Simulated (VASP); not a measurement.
Set up this calculation in VASP 6.6.1, as the native input.

```yaml
Task: single point
Functional: PBEsol
Potentials_or_basis: VASP PAW PBE potentials, release 64 (Ti_sv)
Cutoff: 520 eV
k_mesh: 28 × 28 × 28
Occupations: gaussian, width 0.15 eV
Spin: no spin polarisation
Dipole_correction: no
Further_INCAR_settings: ALGO = Normal; EDIFF = 1e-07; NBANDS = 12
```

The structure of Ti lies in POSCAR:

```
Ti
1.0
   -1.6051160629      1.6051160629      1.6051160629
    1.6051160629     -1.6051160629      1.6051160629
    1.6051160629      1.6051160629     -1.6051160629
Ti
1
Direct
    0.0000000000      0.0000000000      0.0000000000
```

These files were run (other wordings do the same):

INCAR

```
PREC = Accurate
ENCUT = 520
EDIFF = 1E-7
ISMEAR = 0
SIGMA = 0.15
LREAL = False
LASPH = True
NELM = 60
ALGO = Normal
ISIF = 2
LWAVE = False
LCHARG = False
GGA = PS
NBANDS = 12
```

KPOINTS

```
Automatic mesh
0
Gamma
  28 28 28
```

Potentials or basis: VASP PAW PBE potentials, release 64 (Ti_sv).

The run is started by

```console
$ cat potpaw_PBE.64/Ti_sv/POTCAR > POTCAR
$ mpirun -np 1 vasp_std > vasp.out
```

It gave:

```
Pressure               : -0.2 GPa
Band gap on the k mesh : zero (band 6 reaches 9.50 eV, above the bottom of band 7 at 7.77 eV)
```

Caveat: the PAW data sets were made with another functional, which shifts forces and pressure a little.

Run time: 44 s on 1 thread of Intel(R) Xeon(R) 6975P-C (Granite Rapids), on a shared host, peak memory 0.23 GiB.
